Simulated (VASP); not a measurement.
# Mo (P6_3/mmc) in VASP: further runs, part 2 of 2

VASP 6.6.1.

**4. Relaxation of cell and atoms, PBE, target pressure 200 GPa, at which the enthalpy is minimised**

The input, INCAR:

```
SYSTEM = Mo
ALGO = Normal
EDIFF = 1E-6
EDIFFG = -0.005
ENCUT = 600
GGA = PE
IBRION = 2
ISIF = 3
ISMEAR = -1
LASPH = .True.
LCHARG = .False.
LREAL = .False.
LWAVE = .False.
NELM = 100
NSW = 32
PREC = Accurate
PSTRESS = 2000.0
SIGMA = 0.05
```

The input, KPOINTS:

```
k-points
0
Gamma
  18 18 10
  0 0 0
```

The input, POSCAR:

```
Mo
1.0
    2.5162201796      0.0000000000      0.0000000000
   -1.2581100898      2.1791105970      0.0000000000
    0.0000000000      0.0000000000      3.9422985262
Mo
2
Direct
    0.3333333333      0.6666666667      0.2500000000
    0.6666666667      0.3333333333      0.7500000000
```

Potentials or basis: VASP PAW PBE potentials, release 64 (Mo_sv).

Run with:

```sh
cat potpaw_PBE.64/Mo_sv/POTCAR > POTCAR
mpirun -np 1 vasp_std > vasp.out
```

OUTCAR:

```text
SYSTEM = Mo
   EDIFF = 1E-6
   EDIFFG = -0.005
   ENCUT = 600
   GGA = PE
   IBRION = 2
   ISIF = 3
   ISMEAR = -1
   LASPH = .True.
   LREAL = .False.
   NELM = 100
   NSW = 32
   PREC = Accurate
   PSTRESS = 2000.0

 ion  position               nearest neighbor table
   1  0.333  0.667  0.250-   2 2.45   2 2.45   2 2.45   2 2.45   2 2.45   2 2.45
   2  0.667  0.333  0.750-   1 2.45   1 2.45   1 2.45   1 2.45   1 2.45   1 2.45

  LATTYP: Found a hexagonal cell.
 ALAT       =     2.5162201796
 C/A-ratio  =     1.5667541967

  Lattice vectors:

 A1 = (   2.5162201796,   0.0000000000,   0.0000000000)
 A2 = (  -1.2581100898,   2.1791105970,   0.0000000000)
 A3 = (   0.0000000000,   0.0000000000,   3.9422985262)

Analysis of symmetry for initial positions (statically):
=====================================================================
 Subroutine PRICEL returns:
 Original cell was already a primitive cell.

 Routine SETGRP: Setting up the symmetry group for a
 hexagonal supercell.

 Subroutine GETGRP returns: Found 24 space group operations
 (whereof 12 operations were pure point group operations)
 out of a pool of 24 trial point group operations.

The static configuration has the point symmetry D_3d.
 The point group associated with its full space group is D_6h.

Analysis of symmetry for dynamics (positions and initial velocities):
=====================================================================
 Subroutine PRICEL returns:
 Original cell was already a primitive cell.

 Routine SETGRP: Setting up the symmetry group for a
 hexagonal supercell.

 Subroutine GETGRP returns: Found 24 space group operations
 (whereof 12 operations were pure point group operations)
 out of a pool of 24 trial point group operations.

The dynamic configuration has the point symmetry D_3d.
 The point group associated with its full space group is D_6h.

 Subroutine INISYM returns: Found 24 space group operations
 (whereof 12 operations are pure point group operations),
 and found     1 'primitive' translations

----------------------------------------------------------------------------------------

                                     Primitive cell

  volume of cell :      21.6161

  direct lattice vectors                    reciprocal lattice vectors
     2.516220180  0.000000000  0.000000000     0.397421501  0.229451410  0.000000000
    -1.258110090  2.179110597  0.000000000     0.000000000  0.458902821  0.000000000
     0.000000000  0.000000000  3.942298526     0.000000000  0.000000000  0.253659126

  length of vectors
     2.516220180  2.516220180  3.942298526     0.458902821  0.458902821  0.253659126

  position of ions in fractional coordinates (direct lattice)
     0.333333333  0.666666667  0.250000000
     0.666666667  0.333333333  0.750000000

  ion indices of the primitive-cell ions
   primitive index   ion index
                 1           1
                 2           2

----------------------------------------------------------------------------------------

 KPOINTS: k-points

Automatic generation of k-mesh.
[... 26 lines left out ...]
  0.166667 -0.000000  0.000000      6.000000
  0.222222  0.000000  0.000000      6.000000
  0.277778  0.000000  0.000000      6.000000
[... 16 lines left out ...]
  0.333333  0.111111  0.000000     12.000000
  0.388889  0.111111  0.000000     12.000000
 [... further k-points ...]
   k-points           NKPTS =    222   k-points in BZ     NKDIM =    222   number of bands    NBANDS=     18
   number of dos      NEDOS =    301   number of ions     NIONS =      2
   total plane-waves  NPLWV =  12800
   dimension x,y,z NGX =    20 NGY =   20 NGZ =   32
   dimension x,y,z NGXF=    40 NGYF=   40 NGZF=   64
   ions per type =               2
   NGX,Y,Z   is equivalent  to a cutoff of  13.21, 13.21, 13.49 a.u.
   NGXF,Y,Z  is equivalent  to a cutoff of  26.43, 26.43, 26.99 a.u.
 SYSTEM =  Mo
   PREC   = accura    normal or accurate (medium, high low for compatibility)
   ISTART =      0    job   : 0-new  1-cont  2-samecut
   ICHARG =      2    charge: 1-file 2-atom 10-const
   ISPIN  =      1    spin polarized calculation?
   LNONCOLLINEAR =      F non collinear calculations
   LSORBIT =      F    spin-orbit coupling
   LASPH  =      T    aspherical Exc in radial PAW
   ENCUT  =  600.0 eV  44.10 Ry    6.64 a.u.   5.03  5.03  7.87*2*pi/ulx,y,z
   NELM   =    100;   NELMIN=  2; NELMDL= -5     # of ELM steps
   EDIFF  = 0.1E-05   stopping-criterion for ELM
   LREAL  =      F    real-space projection
   EDIFFG = -.5E-02   stopping-criterion for IOM
   NSW    =     32    number of steps for IOM
   IBRION =      2    ionic relax: 0-MD 1-quasi-New 2-CG
   NFREE  =      1    steps in history (QN), initial steepest desc. (CG)
   ISIF   =      3    stress and relaxation
   ISYM   =      2    0-nonsym 1-usesym 2-fastsym
   POTIM  = 0.5000    time-step for ionic-motion
   TEBEG  =    0.0;   TEEND  =   0.0 temperature during run
   PSTRESS= 2000.0 pullay stress
   NELECT =      28.0000    total number of electrons
   NUPDOWN=      -1.0000    fix difference up-down
   EMIN   =  10.00;   EMAX   =-10.00  energy-range for DOS
   EFERMI =   0.00;   METHOD = LEGACY
   ISMEAR =    -1;   SIGMA  =   0.05  broadening in eV -4-tet -1-fermi 0-gaus
   EFERMI_NEDOS =   21; number of points for ismear=-14 and -15
   IALGO  =     38    algorithm
   IMIX   =      4    mixing-type and parameters
     AMIX     =   0.40;   BMIX     =  1.00
     AMIX_MAG =   1.60;   BMIX_MAG =  1.00
  volume/ion in A,a.u.               =      10.81        72.94
  Fermi-wavevector in a.u.,A,eV,Ry     =   1.784576  3.372360 43.330628  3.184711
  Thomas-Fermi vector in A             =   2.848534
   LORBIT       =      0    0 simple, 1 ext, 2 COOP (PROOUT), +10 PAW based schemes
   GGA     = PE    functional components
   LHFCALC =     F    Hartree Fock is set to
   AEXX    =    0.0000 exact exchange contribution
   IVDW    =     0    specifies the selected vdW correction
   LEPSILON=     F    determine dielectric tensor
   LRPA    =     F    only Hartree local field effects (RPA)
 conjugate gradient relaxation of ions
 non-spin polarized calculation
  energy-cutoff  :      600.00
  volume of cell :       21.62
 maximum number of plane-waves:       738
 NGX is ok and might be reduce to    20
   NGX =  9   NGY =  9   NGZ = 15

--------------------------------------- Ionic step        1  -------------------------------------------

 number of electron      28.0000001 magnetization

 Free energy of the ion-electron system (eV)
  ---------------------------------------------------
  ext. energy  EPLUGINS =         0.00000000
  ---------------------------------------------------
  free energy    TOTEN  =       -16.15977231 eV

  energy without entropy =      -16.14663316  energy(sigma->0) =      -16.15320274

------------------------ aborting loop because EDIFF is reached ----------------------------------------

  FORCE on cell =-STRESS in cart. coord.  units (eV):
  Direction    XX          YY          ZZ          XY          YZ          ZX
  --------------------------------------------------------------------------------------
  -------------------------------------------------------------------------------------
  Total       27.3626478     27.3626478     27.4209120      0.0000000      0.0000000      0.0000000
  in kB     2028.1089490   2028.1089489   2032.4274679      0.0000000      0.0000000      0.0000000
  external PRESSURE =      29.5484553 kB  Pullay stress =    2000.0000000 kB
[... 177 lines left out ...]
--------------------------------------- Ionic step        6  -------------------------------------------

 number of electron      28.0000001 magnetization

 Free energy of the ion-electron system (eV)
  ---------------------------------------------------
  ext. energy  EPLUGINS =         0.00000000
  ---------------------------------------------------
  free energy    TOTEN  =       -16.24735309 eV

  energy without entropy =      -16.23418240  energy(sigma->0) =      -16.24076774

 E-fermi :  19.0023     XC(G=0): -15.5501

 val. band max:       19.0017704840   @ k =   0.2778   0.0000   0.5000
 cond. band min:      19.0082351572   @ k =   0.3889   0.0000   0.2000
 fundamental gap:      0.0064646732
 Fermi energy:        19.0022586186

 k-point     1 :       0.0000    0.0000    0.0000
  band No.  band energies     occupation
      1     -42.3316      2.00000
      2     -41.1919      2.00000
      3     -18.2425      2.00000
      4     -14.7133      2.00000
      5     -14.7133      2.00000
      6     -14.0948      2.00000
[... 481 lines left out ...]
      5     -16.4537      2.00000
      6     -15.7837      2.00000
[... 10 lines left out ...]
     17      24.8536      0.00000
     18      25.7581      0.00000

 [... further k-points ...]

------------------------ aborting loop because EDIFF is reached ----------------------------------------

  FORCE on cell =-STRESS in cart. coord.  units (eV):
  Direction    XX          YY          ZZ          XY          YZ          ZX
  --------------------------------------------------------------------------------------
  -------------------------------------------------------------------------------------
  Total       27.0787648     27.0787648     27.0694690      0.0000000     -0.0000000      0.0000000
  in kB     2000.6247325   2000.6247322   1999.9379437      0.0000000     -0.0000000      0.0000000
  external PRESSURE =       0.3958028 kB  Pullay stress =    2000.0000000 kB
[... 21 lines left out ...]
  energy  without entropy=      -16.2341823955  energy(sigma->0) =      -16.24076774

  enthalpy is  TOTEN    =        10.8229558793 eV   P V=       27.0703089720

 reached required accuracy - stopping structural energy minimisation
```

CONTCAR:

```text
Mo
   1.00000000000000
     2.5176857675958755   -0.0000000000000000   -0.0000000000000000
    -1.2588428837979377    2.1803798333224020   -0.0000000000000000
     0.0000000000000000   -0.0000000000000000    3.9503913175366199
  Mo
     2
Direct
     0.3333333332999970    0.6666666667000030    0.2500000000000000
     0.6666666667000030    0.3333333332999970    0.7500000000000000

  0.00000000E+00  0.00000000E+00  0.00000000E+00
  0.00000000E+00  0.00000000E+00  0.00000000E+00
```

Wall time 5 min (1 thread of Intel Xeon 8259CL, shared host); peak memory 0.21 GiB.

What came out:

* Free energy: -16.2474 eV
* Relaxed volume: 10.84 Å³/atom
* Relaxed cell: a = 2.518 Å, b = 2.518 Å, c = 3.950 Å, α = 90.00°, β = 90.00°, γ = 120.00°
* Space group after relaxing (to 0.1 Å): P6_3/mmc (No. 194)
* Energy change on relaxing (the run minimises the enthalpy): -43.8 meV/atom
* Ionic steps: 6
* Pressure after relaxing: 200.0 GPa
* Band gap on the k mesh: zero (bands 14 and 15 overlap by 3.86 eV)

Step by step:
| step | energy change (eV) | largest force (eV/Å) | pressure (GPa) | volume (Å³) |
| --- | --- | --- | --- | --- |
| 1 | 0.0000 | 0.0000 | 202.95 | 21.62 |
| 2 | -0.7473 | 0.0000 | 177.87 | 22.25 |
| 3 | -0.0904 | 0.0000 | 199.99 | 21.69 |
| 4 | -0.0886 | 0.0000 | 200.03 | 21.69 |
| 5 | -0.0881 | 0.0000 | 200.04 | 21.69 |
| 6 | -0.0876 | 0.0000 | 200.04 | 21.69 |

Final structure:
```xyz
2
Lattice="2.5177 0.0000 0.0000 -1.2588 2.1804 0.0000 0.0000 0.0000 3.9504" Properties=species:S:1:pos:R:3 pbc="T T T"
Mo    0.0000    1.4536    0.9876
Mo    1.2588    0.7268    2.9628
```

Caveat: the cell is relaxed towards a set pressure, so the run minimises the enthalpy, not the energy.

**5. Overview**

```tsv
task	cell	cutoff (eV)	gap on the mesh (eV)	pressure (GPa)
single point	a = 2.516, b = 2.516, c = 3.942 Å, angles 90.0, 90.0, 120.0°, 2 atoms	520	none	203.1
relaxation of cell and atoms	relaxed to 200 GPa from a = 2.494, b = 2.494, c = 4.040 Å, angles 90.0, 90.0, 120.0°, 2 atoms	600	none	200.0
relaxation of cell and atoms	relaxed to 200 GPa from a = 2.516, b = 2.516, c = 3.942 Å, angles 90.0, 90.0, 120.0°, 2 atoms	600	none	200.0
```

Alike in all rows: level PBE; potentials or basis VASP PAW PBE potentials, release 64 (Mo_sv); no spin polarisation; k mesh 18 × 18 × 10; smearing fermi-dirac 0.05 eV.

Caveats: the cell is relaxed towards a set pressure, so the run minimises the enthalpy, not the energy (at least some runs); the cell stands under pressure (at least some runs).

Absolute energies hang on the potentials; compare differences alone.
